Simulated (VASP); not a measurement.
Input of a VASP 6.6.1 run:

The input POSCAR:

```
Cu2O
1.0
    4.0762370862      0.0000000000      0.0000000000
    0.0000000000      4.0762370862      0.0000000000
    0.0000000000      0.0000000000      4.0762370862
Cu O
4 2
Direct
    0.2500000000      0.2500000000      0.7500000000
    0.7500000000      0.2500000000      0.2500000000
    0.2500000000      0.7500000000      0.2500000000
    0.7500000000      0.7500000000      0.7500000000
    0.5000000000      0.5000000000      0.5000000000
    0.0000000000      0.0000000000      0.0000000000
```

INCAR.step1

```
PREC     = Accurate       # precision mode
ENCUT    = 520            # plane-wave cutoff, eV
EDIFF    = 1E-5           # SCF threshold, eV
ISMEAR   = 0              # smearing method
SIGMA    = 0.01           # smearing width, eV
LREAL    = False          # projectors in reciprocal space
LASPH    = True           # aspherical terms in the spheres
NELM     = 120            # most SCF steps
ALGO     = Normal         # electronic algorithm
ISIF     = 2              # what is computed and relaxed
LWAVE    = True           # write WAVECAR
GGA      = PE             # functional
NBANDS   = 37             # bands
GGA_COMPAT= False        
KPAR     = 4
```

The input INCAR.step2:

```
PREC     = Accurate       # precision mode
ENCUT    = 520            # plane-wave cutoff, eV
EDIFF    = 1E-6           # SCF threshold, eV
ISMEAR   = 0              # smearing method
SIGMA    = 0.01           # smearing width, eV
LREAL    = False          # projectors in reciprocal space
LASPH    = True           # aspherical terms in the spheres
NELM     = 120            # most SCF steps
ALGO     = Normal         # electronic algorithm
ISIF     = 2              # what is computed and relaxed
LWAVE    = False          # write WAVECAR
LCHARG   = True           # write CHGCAR
GGA      = PE             # functional
LHFCALC  = True           # exact exchange
HFSCREEN = 0.2079         # screening, 1/A
PRECFOCK = Normal       
LVHAR    = True         
ISTART   = 1            
NBANDS   = 37             # bands
GGA_COMPAT= False        
KPAR     = 4
```

File KPOINTS:

```
regular mesh
0
Gamma
  4 4 4
```

Potentials or basis: VASP PAW PBE potentials, release 64 (Cu, O).

Command:

```console
$ cat potpaw_PBE.64/Cu/POTCAR potpaw_PBE.64/O/POTCAR > POTCAR
$ cp INCAR.step1 INCAR
$ mpirun -np 4 vasp_std > vasp.out
$ cp INCAR.step2 INCAR
$ mpirun -np 4 vasp_std > vasp.out
```

(1) Predict the pressure.

(2) Predict the band gap on the k mesh.

Answers

(1) 25.2 GPa.

(2) 1.95 eV.

Caveat: the cell differs from its parent crystal (strain -4.0%); the cell stands under pressure; the PAW data sets were made with another functional, which shifts forces and pressure a little.
